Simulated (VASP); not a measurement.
# AlN (P6_3mc) in VASP: further runs, part 2 of 2

VASP 6.6.1. Earlier steps stand in the parts before.

## Step 3: Single point, PBE

The input, INCAR:

```
SYSTEM = AlN
PREC = Accurate ; ENCUT = 520
EDIFF = 1E-7 ; ISMEAR = 0
SIGMA = 0.013000000000000001 ; LREAL = .False.
LASPH = .True. ; NELM = 100
ALGO = Normal ; ISIF = 2
LWAVE = .False. ; LCHARG = .False.
GGA = PE ; NBANDS = 16
```

The input, KPOINTS:

```
Automatic mesh
0
Gamma
  10 10 6
  0 0 0
```

The input, POSCAR:

```
AlN
1.0
    3.1130000000      0.0000000000      0.0000000000
   -1.5565000000      2.6959370820      0.0000000000
    0.0000000000      0.0000000000      4.9810000000
Al N
2 2
Direct
    0.6666666667      0.3333333333      0.5000000000
    0.3333333333      0.6666666667      0.0000000000
    0.6666666667      0.3333333333      0.8800000000
    0.3333333333      0.6666666667      0.3800000000
```

Potentials or basis: VASP PAW PBE potentials, release 64 (Al, N).

The run is started by

```sh
$ cat potpaw_PBE.64/Al/POTCAR potpaw_PBE.64/N/POTCAR > POTCAR
$ mpirun -np 1 vasp_std > vasp.out
```

OUTCAR:

```text
SYSTEM = AlN
   PREC = Accurate
   ENCUT = 520
   EDIFF = 1E-7
   ISMEAR = 0
   LREAL = .False.
   LASPH = .True.
   NELM = 100
   ISIF = 2
   GGA = PE

 ion  position               nearest neighbor table
   1  0.667  0.333  0.500-   3 1.89   4 1.89   4 1.89   4 1.89   2 3.07   2 3.07   2 3.07   2 3.07
                             2 3.07   2 3.07
   2  0.333  0.667  0.000-   4 1.89   3 1.89   3 1.89   3 1.89   1 3.07   1 3.07   1 3.07   1 3.07
                             1 3.07   1 3.07
   3  0.667  0.333  0.880-   1 1.89   2 1.89   2 1.89   2 1.89
   4  0.333  0.667  0.380-   2 1.89   1 1.89   1 1.89   1 1.89

  LATTYP: Found a hexagonal cell.
 ALAT       =     3.1130000000
 C/A-ratio  =     1.6000642467

  Lattice vectors:

 A1 = (   3.1130000000,   0.0000000000,   0.0000000000)
 A2 = (  -1.5565000000,   2.6959370820,   0.0000000000)
 A3 = (   0.0000000000,   0.0000000000,   4.9810000000)

Analysis of symmetry for initial positions (statically):
=====================================================================
 Subroutine PRICEL returns:
 Original cell was already a primitive cell.

 Routine SETGRP: Setting up the symmetry group for a
 hexagonal supercell.

 Subroutine GETGRP returns: Found 12 space group operations
 (whereof  6 operations were pure point group operations)
 out of a pool of 24 trial point group operations.

The static configuration has the point symmetry C_3v.
 The point group associated with its full space group is C_6v.

Analysis of symmetry for dynamics (positions and initial velocities):
=====================================================================
 Subroutine PRICEL returns:
 Original cell was already a primitive cell.

 Routine SETGRP: Setting up the symmetry group for a
 hexagonal supercell.

 Subroutine GETGRP returns: Found 12 space group operations
 (whereof  6 operations were pure point group operations)
 out of a pool of 24 trial point group operations.

The dynamic configuration has the point symmetry C_3v.
[... 127 lines left out ...]
  Thomas-Fermi vector in A             =   2.324754
   LORBIT       =      0    0 simple, 1 ext, 2 COOP (PROOUT), +10 PAW based schemes
   GGA     = PE    functional components
   LHFCALC =     F    Hartree Fock is set to
   AEXX    =    0.0000 exact exchange contribution
   IVDW    =     0    specifies the selected vdW correction
   LEPSILON=     F    determine dielectric tensor
   LRPA    =     F    only Hartree local field effects (RPA)
 non-spin polarized calculation
 Gauss-broadening in eV      SIGMA  =   0.01
  energy-cutoff  :      520.00
  volume of cell :       41.80
 maximum number of plane-waves:      1142
 NGX is ok and might be reduce to    24
   NGX = 11   NGY = 11   NGZ = 19

 number of electron      15.9999997 magnetization

 Free energy of the ion-electron system (eV)
  ---------------------------------------------------
  ext. energy  EPLUGINS =         0.00000000
  ---------------------------------------------------
  free energy    TOTEN  =       -29.77127407 eV

  energy without entropy =      -29.77127407  energy(sigma->0) =      -29.77127407

 E-fermi :   6.1832     XC(G=0): -10.9069

 val. band max:        6.1215661572   @ k =   0.0000   0.0000   0.0000
 cond. band min:      10.3450316739   @ k =   0.0000   0.0000   0.0000
 fundamental gap:      4.2234655167
 Fermi energy:         6.1832147271

 k-point     1 :       0.0000    0.0000    0.0000
  band No.  band energies     occupation
      1      -9.0373      2.00000
      2      -6.8889      2.00000
      3       0.1488      2.00000
      4       5.2900      2.00000
      5       5.2900      2.00000
      6       5.9420      2.00000
[... 433 lines left out ...]
      3       0.7426      2.00000
      4       1.7539      2.00000
      5       3.0735      2.00000
      6       3.8579      2.00000
[... 8 lines left out ...]
     15      18.7698      0.00000
     16      21.0507      0.00000

 [... further k-points ...]

------------------------ aborting loop because EDIFF is reached ----------------------------------------

  FORCE on cell =-STRESS in cart. coord.  units (eV):
  Direction    XX          YY          ZZ          XY          YZ          ZX
  --------------------------------------------------------------------------------------
  -------------------------------------------------------------------------------------
  Total        0.7578816      0.7578816      1.1907218      0.0000000      0.0000000      0.0000000
  in kB       29.0473526     29.0473526     45.6368312      0.0000000      0.0000000      0.0000000
  external PRESSURE =      34.5771788 kB  Pullay stress =       0.0000000 kB

 VOLUME and BASIS-vectors are now :
 -----------------------------------------------------------------------------
  energy-cutoff  :      520.00
  volume of cell :       41.80
      direct lattice vectors                 reciprocal lattice vectors
     3.113000000  0.000000000  0.000000000     0.321233537  0.185464269  0.000000000
    -1.556500000  2.695937082  0.000000000     0.000000000  0.370928538  0.000000000
     0.000000000  0.000000000  4.981000000     0.000000000  0.000000000  0.200762899

 POSITION                                       TOTAL-FORCE (eV/Angst)
 -----------------------------------------------------------------------------------
      1.55650      0.89865      2.49050         0.000000     -0.000000     -0.128866
     -0.00000      1.79729      0.00000        -0.000000      0.000000     -0.128866
      1.55650      0.89865      4.38328         0.000000      0.000000      0.128866
     -0.00000      1.79729      1.89278        -0.000000     -0.000000      0.128866
 -----------------------------------------------------------------------------------
    total drift:                               -0.000000     -0.000000      0.000367

  FREE ENERGIE OF THE ION-ELECTRON SYSTEM (eV)
  ---------------------------------------------------
  free  energy   TOTEN  =       -29.7712740705 eV

  energy  without entropy=      -29.7712740705  energy(sigma->0) =      -29.77127407
```

Run time: 52 s. Hardware: 1 thread of Intel Xeon 8259CL, shared host; peak memory 0.17 GiB.

Results:

```yaml
Free_energy: -29.7713 eV
Pressure: 3.5 GPa
Largest_force: 0.129 eV/Å
Band_gap_on_the_k_mesh: 4.22 eV
```

Forces in eV/Å, atoms in the order of the input:
```
Al   0.000  0.000 -0.129
Al   0.000  0.000 -0.129
N    0.000  0.000  0.129
N    0.000  0.000  0.129
```

Caveat: the cell stands under pressure.
